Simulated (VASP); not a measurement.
# TlO2 (Fmmm) in VASP: relaxation of cell and atoms with PBE

Aim: the relaxation of cell and atoms of TlO2 with PBE.

Program: VASP 6.6.1. These are calculated values, not measurements. Logs are shortened: lines on timing, memory, paths and dates and some standing lists are left out, and cuts for length are marked.

### Step 1. The cell of the first run

The structure is orthorhombic, space group Fmmm (No. 69). The conventional cell has a = 7.090 Å, b = 7.659 Å, c = 7.852 Å, α = 90.00°, β = 90.00°, γ = 90.00°. Tl (site symmetry mm2) has 4 O at 2.20 to 2.23 Å within 2.9 Å. O (site symmetry m2m) has 2 O at 1.76 to 2.00 Å and 2 Tl at 2.20 Å within 2.3 Å. Within 2.3 Å of O (site symmetry m2m) lie 2 O at 1.76 to 2.13 Å and 2 Tl at 2.23 Å.

The cell was generated, and may not be a known phase.

### Step 2. Relaxation of cell and atoms, PBE

INCAR

```
SYSTEM = TlO2
  ALGO = Normal
  EDIFF = 1E-7
  EDIFFG = -0.04
  ENCUT = 1340
  GGA = PE
  GGA_COMPAT = .FALSE.
  IBRION = 2
  ISIF = 3
  ISMEAR = 0
  LASPH = .TRUE.
  LCHARG = .FALSE.
  LREAL = .FALSE.
  LWAVE = .FALSE.
  NELM = 120
  NELMIN = 4
  NSW = 90
  PREC = Accurate
  SIGMA = 0.1
```

KPOINTS

```
k-points
0
G
  4 4 4
  0 0 0
```

POSCAR

```
TlO2
1.0
    0.0000000000      3.8296305693      3.9261450980
    3.5448176910      0.0000000000      3.9261450980
    3.5448176910      3.8296305693      0.0000000000
Tl O
2 4
Direct
    0.2500000000      0.2500000000      0.7500000000
    0.7500000000      0.7500000000      0.2500000000
    0.3692137924      0.6307862076      0.3692137924
    0.6307862076      0.3692137924      0.6307862076
    0.8608805197      0.1391194803      0.8608805197
    0.1391194803      0.8608805197      0.1391194803
```

Potentials or basis: VASP PAW PBE potentials, release 64 (Tl_d, O_h).

Launch:

```
$ cat potpaw_PBE.64/Tl_d/POTCAR potpaw_PBE.64/O_h/POTCAR > POTCAR
$ mpirun -np 1 vasp_std > vasp.out
```

OUTCAR:

```text
SYSTEM = TlO2
   EDIFF = 1E-7
   EDIFFG = -0.04
   ENCUT = 1340
   GGA = PE
   IBRION = 2
   ISIF = 3
   ISMEAR = 0
   LASPH = .TRUE.
   LREAL = .FALSE.
   NELM = 120
   NELMIN = 4
   NSW = 90
   PREC = Accurate

 ion  position               nearest neighbor table
   1  0.250  0.250  0.750-   3 2.20   4 2.20   5 2.23   6 2.23   2 3.54   2 3.54   2 3.83   2 3.83
                             2 3.93   2 3.93
   2  0.750  0.750  0.250-   3 2.20   4 2.20   5 2.23   6 2.23   1 3.54   1 3.54   1 3.83   1 3.83
                             1 3.93   1 3.93
   3  0.369  0.631  0.369-   1 2.20   2 2.20
   4  0.631  0.369  0.631-   1 2.20   2 2.20
   5  0.861  0.139  0.861-   1 2.23   2 2.23
   6  0.139  0.861  0.139-   1 2.23   2 2.23

  LATTYP: Found a face centered orthorhombic cell.
 ALAT       =     7.0896353820
 B/A-ratio  =     1.0803462697
 C/A-ratio  =     1.1075732069

  Lattice vectors:

 A1 = (   0.0000000000,   3.8296305693,   3.9261450980)
 A2 = (   3.5448176910,   0.0000000000,   3.9261450980)
 A3 = (   3.5448176910,   3.8296305693,   0.0000000000)

Analysis of symmetry for initial positions (statically):
=====================================================================
 Subroutine PRICEL returns:
 Original cell was already a primitive cell.

 Routine SETGRP: Setting up the symmetry group for a
 face centered orthorhombic supercell.

 Subroutine GETGRP returns: Found  8 space group operations
 (whereof  8 operations were pure point group operations)
 out of a pool of  8 trial point group operations.

The static configuration has the point symmetry D_2h.

Analysis of symmetry for dynamics (positions and initial velocities):
=====================================================================
 Subroutine PRICEL returns:
 Original cell was already a primitive cell.

 Routine SETGRP: Setting up the symmetry group for a
 face centered orthorhombic supercell.

 Subroutine GETGRP returns: Found  8 space group operations
 (whereof  8 operations were pure point group operations)
 out of a pool of  8 trial point group operations.

The dynamic configuration has the point symmetry D_2h.

 Subroutine INISYM returns: Found  8 space group operations
 (whereof  8 operations are pure point group operations),
 and found     1 'primitive' translations

----------------------------------------------------------------------------------------

                                     Primitive cell

[... 93 lines left out ...]
   EDIFFG = -.4E-01   stopping-criterion for IOM
   NSW    =     90    number of steps for IOM
   IBRION =      2    ionic relax: 0-MD 1-quasi-New 2-CG
   NFREE  =      1    steps in history (QN), initial steepest desc. (CG)
   ISIF   =      3    stress and relaxation
   ISYM   =      2    0-nonsym 1-usesym 2-fastsym
   POTIM  = 0.5000    time-step for ionic-motion
   TEBEG  =    0.0;   TEEND  =   0.0 temperature during run
   PSTRESS=    0.0 pullay stress
   NELECT =      50.0000    total number of electrons
   NUPDOWN=      -1.0000    fix difference up-down
   EMIN   =  10.00;   EMAX   =-10.00  energy-range for DOS
   EFERMI =   0.00;   METHOD = LEGACY
   ISMEAR =     0;   SIGMA  =   0.10  broadening in eV -4-tet -1-fermi 0-gaus
   EFERMI_NEDOS =   21; number of points for ismear=-14 and -15
   IALGO  =     38    algorithm
   IMIX   =      4    mixing-type and parameters
     AMIX     =   0.40;   BMIX     =  1.00
     AMIX_MAG =   1.60;   BMIX_MAG =  1.00
  volume/ion in A,a.u.               =      17.77       119.89
  Fermi-wavevector in a.u.,A,eV,Ry     =   1.271986  2.403706 22.013537  1.617949
  Thomas-Fermi vector in A             =   2.404889
   LORBIT       =      0    0 simple, 1 ext, 2 COOP (PROOUT), +10 PAW based schemes
   GGA     = PE    functional components
   LHFCALC =     F    Hartree Fock is set to
   AEXX    =    0.0000 exact exchange contribution
   IVDW    =     0    specifies the selected vdW correction
   LEPSILON=     F    determine dielectric tensor
   LRPA    =     F    only Hartree local field effects (RPA)
 conjugate gradient relaxation of ions
 non-spin polarized calculation
 Gauss-broadening in eV      SIGMA  =   0.10
  energy-cutoff  :     1340.00
  volume of cell :      106.60
 maximum number of plane-waves:     11894
 NGX is ok and might be reduce to    70
   NGX = 33   NGY = 31   NGZ = 31

--------------------------------------- Ionic step        1  -------------------------------------------

 number of electron      50.0000000 magnetization

 Free energy of the ion-electron system (eV)
  ---------------------------------------------------
  ext. energy  EPLUGINS =         0.00000000
  ---------------------------------------------------
  free energy    TOTEN  =       -22.15996194 eV

  energy without entropy =      -22.15038060  energy(sigma->0) =      -22.15517127

------------------------ aborting loop because EDIFF is reached ----------------------------------------

  FORCE on cell =-STRESS in cart. coord.  units (eV):
  Direction    XX          YY          ZZ          XY          YZ          ZX
  --------------------------------------------------------------------------------------
  -------------------------------------------------------------------------------------
  Total        2.0826914      8.8304437      5.5139745      0.0000000      0.0000000      0.0000000
  in kB       31.3031750    132.7229371     82.8758907      0.0000000      0.0000000      0.0000000
  external PRESSURE =      82.3006676 kB  Pullay stress =       0.0000000 kB
[... 101 lines left out ...]
  FREE ENERGIE OF THE ION-ELECTRON SYSTEM (eV)
  ---------------------------------------------------
  free  energy   TOTEN  =       -25.0972952899 eV

  energy  without entropy=      -25.0590382517  energy(sigma->0) =      -25.07816677

[... ionic steps 4 to 10 ...]

--------------------------------------- Ionic step       11  -------------------------------------------

 number of electron      50.0000003 magnetization

------------------------ aborting loop because EDIFF is reached ----------------------------------------
[... 75 lines left out ...]
--------------------------------------- Ionic step       13  -------------------------------------------

 number of electron      50.0000003 magnetization

 Free energy of the ion-electron system (eV)
  ---------------------------------------------------
  ext. energy  EPLUGINS =         0.00000000
  ---------------------------------------------------
  free energy    TOTEN  =       -25.23382064 eV

  energy without entropy =      -25.19284931  energy(sigma->0) =      -25.21333497

 E-fermi :   1.7977     XC(G=0):  -8.0282

 val. band max:        1.7928313882   @ k =  -0.2500   0.0000   0.2500
 cond. band min:       1.8218431782   @ k =  -0.2500   0.5000   0.2500
 fundamental gap:      0.0290117899
 Fermi energy:         1.7976643715

 k-point     1 :       0.0000    0.0000    0.0000
  band No.  band energies     occupation
      1     -21.5477      2.00000
      2     -21.4866      2.00000
      3     -12.6602      2.00000
      4     -12.4643      2.00000
      5      -9.2710      2.00000
      6      -9.0687      2.00000
[... 616 lines left out ...]
  FREE ENERGIE OF THE ION-ELECTRON SYSTEM (eV)
  ---------------------------------------------------
  free  energy   TOTEN  =       -25.2338206383 eV

  energy  without entropy=      -25.1928493104  energy(sigma->0) =      -25.21333497

 reached required accuracy - stopping structural energy minimisation
```

OSZICAR:

```text
N       E                     dE             d eps       ncg     rms          rms(c)
DAV:   1     0.567133418783E+03    0.56713E+03   -0.44877E+04  1080   0.331E+03
DAV:   2     0.441408229663E+02   -0.52299E+03   -0.50536E+03  1348   0.551E+02
DAV:   3    -0.241536533380E+02   -0.68294E+02   -0.65235E+02  1338   0.150E+02
[... 162 lines left out ...]
DAV:   5    -0.252338178162E+02    0.34501E-04   -0.14303E-04  1232   0.892E-02    0.400E-02
DAV:   6    -0.252338203774E+02   -0.25612E-05   -0.30137E-05  1504   0.407E-02    0.814E-03
DAV:   7    -0.252338201873E+02    0.19004E-06   -0.53215E-06  1632   0.171E-02    0.317E-03
DAV:   8    -0.252338204959E+02   -0.30854E-06   -0.70961E-07  1390   0.630E-03    0.147E-03
DAV:   9    -0.252338206519E+02   -0.15601E-06   -0.20960E-07   846   0.373E-03    0.602E-04
DAV:  10    -0.252338206383E+02    0.13573E-07   -0.47271E-08   654   0.159E-03
  13 F= -.25233821E+02 E0= -.25213335E+02  d E =-.181873E-02
```

CONTCAR:

```text
TlO2
   1.00000000000000
     0.0000000000000000    4.4628010084562213    4.2477499995429540
     3.6240878101875813   -0.0000000000000000    4.2477499995429540
     3.6240878101875813    4.4628010084562213    0.0000000000000000
  Tl              O
     2     4
Direct
     0.2510354698855504    0.2510354698855504    0.7489645301144494
     0.7489645301144494    0.7489645301144494    0.2510354698855504
     0.3255149013257632    0.6744850986742369    0.3255149013257632
     0.6744850986742369    0.3255149013257632    0.6744850986742369
     0.8240649017486642    0.1759350982513359    0.8240649017486642
     0.1759350982513359    0.8240649017486642    0.1759350982513359

  0.00000000E+00  0.00000000E+00  0.00000000E+00
  0.00000000E+00  0.00000000E+00  0.00000000E+00
  0.00000000E+00  0.00000000E+00  0.00000000E+00
  0.00000000E+00  0.00000000E+00  0.00000000E+00
  0.00000000E+00  0.00000000E+00  0.00000000E+00
  0.00000000E+00  0.00000000E+00  0.00000000E+00
```

Wall time 34 min (1 thread of AMD EPYC 9R45 (Zen 5), shared host); peak memory 0.75 GiB.

Results:

```
Free energy                           : -25.2338 eV
Relaxed volume                        : 22.90 Å³/atom
Relaxed cell                          : a = 6.161 Å, b = 5.584 Å, c = 5.749 Å, α = 65.85°, β = 55.79°, γ = 58.37°
Space group after relaxing (to 0.1 Å) : Pmmm (No. 47)
Pressure after relaxing               : -0.1 GPa
Largest force after relaxing          : 0.039 eV/Å
Band gap on the k mesh                : zero (bands 25 and 26 overlap by 0.31 eV)
```

Forces on the atoms (eV/Å):
```
Tl   0.000  0.000 -0.039
Tl   0.000  0.000  0.039
O    0.000 -0.035  0.000
O    0.000  0.035  0.000
O    0.000 -0.005  0.000
O    0.000  0.005  0.000
```

Final structure:
```xyz
6
Lattice="0.0000 4.4628 4.2477 3.6241 0.0000 4.2477 3.6241 4.4628 0.0000" Properties=species:S:1:pos:R:3 pbc="T T T"
Tl    3.6241    4.4628    2.1327
Tl    3.6241    4.4628    6.3628
O     3.6241    2.9054    4.2477
O     3.6241    6.0202    4.2477
O     3.6241    7.3553    4.2477
O     3.6241    1.5703    4.2477
```

Levels at points of the mesh, in eV from the Fermi level:
```tsv
k point	band 21	band 22	band 23	band 24	band 25	band 26	band 27	band 28	band 29	band 30
(0.00, 0.00, 0.00)	-4.41	-3.69	-0.50	-0.08	0.18	1.13	1.40	3.58	4.56	5.02
(0.50, 0.00, 0.00)	-3.70	-3.69	-0.37	-0.37	-0.13	-0.13	3.55	3.55	4.08	4.09
(0.50, 0.50, 0.00)	-3.25	-2.90	-1.29	-1.08	-0.99	0.16	1.82	3.63	3.79	6.00
(0.50, 0.00, 0.50)	-4.76	-1.90	-1.16	-0.91	-0.21	-0.10	0.59	1.69	6.25	6.34
(0.00, 0.50, 0.50)	-4.86	-2.50	-0.20	-0.03	0.05	0.60	0.99	2.24	3.13	6.20
```

Caveat: the k points lie up to 0.33 Å⁻¹ apart in the final cell; the volume moved by over 15 % at a fixed basis, so the end points are rough; spin-orbit coupling is left out, which moves the levels of the heavy elements.

The gap in the log of VASP goes by the Fermi energy; the results here count the filled bands.